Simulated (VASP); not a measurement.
Runs of VASP 6.6.1 on Tl. The structure is that of space group Im-3m (No. 229), or close to it. The cells are those of the table. This isn't the form of Tl at room conditions, which is hcp.

```csv
task,cell,gap on the mesh (eV),pressure (GPa)
single point,"a = 3.373 Å, angles 109.7°, 1 atom",none,-2.4
electric field gradients,"a = 3.340 Å, angles 108.9, 108.9, 110.6°, 1 atom",none,-1.8
electric field gradients,"a = 3.351 Å, angles 109.2°, 1 atom",none,-2.4
single point,"a = 3.351 Å, angles 109.2°, 1 atom",none,-2.4
single point,"a = 3.384 Å, angles 110.0°, 1 atom",none,-2.4
single point,"a = 3.407 Å, angles 108.9, 108.9, 110.5°, 1 atom",none,(a)
single point,"a = 3.384 Å, angles 109.2, 109.2, 110.0°, 1 atom",none,-3.0
electric field gradients,"a = 3.373 Å, angles 109.7°, 1 atom",none,-2.4
electric field gradients,"a = 3.384 Å, angles 110.0°, 1 atom",none,-2.4
single point,"a = 3.340 Å, angles 108.9°, 1 atom",none,-2.4
electric field gradients,"a = 3.340 Å, angles 109.7, 109.7, 108.9°, 1 atom",none,-1.8
```

Alike in all rows: level LDA; potentials or basis VASP PAW LDA potentials, release 64 (Tl_d); no spin polarisation; k mesh 13 × 13 × 13; cutoff (eV) 520; smearing fermi-dirac 0.05 eV.

Q: Estimate the missing entries.

A: (a) -3.5.

Caveats: spin-orbit coupling is left out, which moves the levels of the heavy elements; the cell stands under tension (at least some runs).

A k mesh can miss the band edges, and the runs leave out spin-orbit coupling on Tl.

A gap of «none» marks levels without a gap at the run's occupations.
